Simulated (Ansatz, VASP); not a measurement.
ZnAu: VASP beside Ansatz

```
Zn Au
1.0
     3.07204   -0.18882    0.18882
    -0.18882    3.07204   -0.18882
     0.18882   -0.18882    3.07204
Zn Au
1 1
Direct
  0.50000 0.50000 0.50000
  0.00000 0.00000 0.00000
```

Alike in both runs: task single point; functional PBE; k mesh 12 × 12 × 12; occupations gaussian, width 0.1 eV; no spin polarisation.

```csv
,VASP,Ansatz
version,VASP 6.6.1,Ansatz 0.2.0
potentials or method,"VASP PAW PBE potentials, release 64 (Zn, Au), cutoff 520 eV","scalar-relativistic, plane waves, PAW"
valence electrons in the cell,23,31
```

VASP gave:

| Item | Value |
| --- | --- |
| gap on the k mesh at the Fermi level (eV) | none |
| pressure (GPa) | 24.8 |
| traceless stress, the component that is largest in VASP (GPa) | 5.48 |

**Question.** Which values does Ansatz return?

**Answer.** gap on the k mesh at the Fermi level (eV): none; pressure (GPa): 24.6; traceless stress, the component that is largest in VASP (GPa): 5.37.

A gap of «none» marks a metal or a gap that the smearing closes. VASP's potentials hold 23 valence electrons a cell and Ansatz's 31, so a difference there can come from the potentials and not from the codes.

Neither program's run includes spin-orbit coupling.
